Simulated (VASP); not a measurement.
Here is a VASP 6.6.1 calculation.

Contents of INCAR:

```
SYSTEM = Co
PREC = Accurate ; ENCUT = 520
EDIFF = 1E-7 ; ISMEAR = -1
SIGMA = 0.05 ; LREAL = .False.
LASPH = .True. ; NELM = 150
ALGO = Normal ; ISIF = 2
LWAVE = .False. ; LCHARG = .False.
ISPIN = 2 ; MAGMOM = 2 2 2 2
LORBIT = 11 ; LMAXMIX = 4
GGA = RP ; NBANDS = 30
```

KPOINTS

```
regular mesh
0
Gamma
  12 12 4
  0 0 0
```

POSCAR

```
Co
1.0
    2.4705617809      0.0000000000      0.0000000000
   -1.2352808905      2.1395692639      0.0000000000
    0.0000000000      0.0000000000      8.0882338000
Co
4
Direct
    0.6666666667      0.3333333333      0.7500000000
    0.0000000000      0.0000000000      0.5000000000
    0.3333333333      0.6666666667      0.2500000000
    0.0000000000      0.0000000000      0.0000000000
```

Potentials or basis: VASP PAW PBE potentials, release 64 (Co).

The run is started by

```console
$ cat potpaw_PBE.64/Co/POTCAR > POTCAR
$ mpirun -np 1 vasp_std > vasp.out
```

**Question.** What does it give for the net moment?

**Answer.** 6.62 μB per cell.

**Question.** What does it give for the site moments?

**Answer.** Co +1.68, +1.66 (each value once) μB.

Stress tensor (GPa, compression positive):
```
11.17  0.00  0.00
 0.00 11.17  0.00
 0.00  0.00  7.34
```

Caveat: the cell stands under pressure; the PAW data sets were made with another functional, which shifts forces and pressure a little.
